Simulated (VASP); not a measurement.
CdTe:

```
CELL_PARAMETERS angstrom
0.00000 3.26786 3.26786
3.26786 0.00000 3.26786
3.26786 3.26786 0.00000
ATOMIC_POSITIONS crystal
Te 0.75000 0.75000 0.75000
Cd 0.00000 0.00000 0.00000
```

Base run:

```yaml
Program: VASP 6.6.1
Functional: BLYP
Potentials_or_basis: VASP PAW PBE potentials, release 64 (Te, Cd)
Cutoff: 520 eV
k_mesh: 7 × 7 × 7
Occupations: fermi-dirac, width 0.05 eV
Spin: no spin polarisation
```

Its results: band gap on the k mesh 0.63 eV; pressure 4.1 GPa.

Problem. The run is repeated on the same cell with these changes: functional from BLYP to pbesol exchange, pbe correlation; cutoff from 520 eV to 500 eV; occupations from fermi-dirac, width 0.05 eV to tetrahedron. What comes out?

Solution. Band gap on the k mesh 0.63 eV; pressure -1.0 GPa.

Caveats: the PAW data sets were made with another functional, which shifts forces and pressure a little; spin-orbit coupling is left out, which moves the levels of the heavy elements; the cell stands under pressure (at least some runs).

